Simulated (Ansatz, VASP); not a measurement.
**BaTiO3: VASP beside Ansatz**

INCAR

```
  ALGO = Normal
  EDIFF = 1E-6
  ENCUT = 520
  GGA = PE
  ISIF = 2
  ISMEAR = -1
  LASPH = True
  LCHARG = False
  LREAL = False
  LWAVE = False
  NBANDS = 28
  NELM = 60
  PREC = Accurate
  SIGMA = 0.05
```

The input KPOINTS:

```
k-points
0
Gamma
  8 8 8
```

The input POSCAR:

```
BaTiO3
1.0
    4.0104855372      0.0000000000      0.0000000000
    0.0000000000      2.8558389582      2.8646469069
    0.0000000000     -2.8558389582      2.8646469069
Ba Ti O
1 1 3
Direct
    0.0000000000      0.0000000000      0.0000000000
    0.5000000000      0.5079000000      0.5079000000
    0.0000000000      0.4921000000      0.4921000000
    0.5000000000      0.5025100000      0.9937100000
    0.5000000000      0.9937100000      0.5025100000
```

Input for Ansatz:

```yaml
crystal:
  lattice:
    - [4.0104855372, 0.0, 0.0]
    - [0.0, 2.8558389582, 2.8646469069]
    - [0.0, -2.8558389582, 2.8646469069]
  atoms:
    - { symbol: Ba, position: [0.0, 0.0, 0.0] }
    - { symbol: Ti, position: [0.5, 0.5079, 0.5079] }
    - { symbol: O, position: [0.0, 0.4921, 0.4921] }
    - { symbol: O, position: [0.5, 0.50251, 0.99371] }
    - { symbol: O, position: [0.5, 0.99371, 0.50251] }
kpoints:
  mp_grid: { grid: [8, 8, 8] }
  band_path:
    path:
      - [0.0, 0.0, 0.0]
      - [0.0, 0.5, 0.5]
      - [0.0, 0.5015349898, 0.4984650102]
      - [0.0, 0.4984650102, -0.4984650102]
      - [0.0, 0.0, 0.0]
      - [0.5, 0.0, 0.0]
      - [0.5, 0.4984650102, -0.4984650102]
      - [0.5, 0.5015349898, 0.4984650102]
      - [0.5, 0.5, 0.5]
    npoints: 5
scf:
  occupations: { method: fermi_dirac, width: 0.05 }
hamiltonian:
  xc: pbe
  pseudopotentials: { kind: all_electron, lapw: { basis_error: 0.001 } }
output:
  forces: true
  stress: true
  eigenvalues: true
```

Change from the starting cell: volume scaled by 1.02.

Alike in both runs: task single point; functional PBE; k mesh 8 × 8 × 8; occupations fermi-dirac, width 0.05 eV; no spin polarisation.

|  | VASP | Ansatz |
| --- | --- | --- |
| version | VASP 6.6.1 | Ansatz 0.2.0 |
| potentials or method | VASP PAW PBE potentials, release 64 (Ba_sv, Ti_sv, O), cutoff 520 eV | all-electron LAPW, scalar-relativistic |

```csv
,VASP,Ansatz,Ansatz less VASP
pressure (GPa),0.3,-1.3,-1.63
"traceless stress, the component that is largest in VASP (GPa)",-0.66,-0.65,+0.016
rms of the force components (eV/Å),0.109,0.114,+0.0059
```

Atom by atom the forces differ by 0.008 eV/Å (rms over components). Ansatz ran all-electron here, and VASP with PAW potentials.

Neither program's run includes spin-orbit coupling.
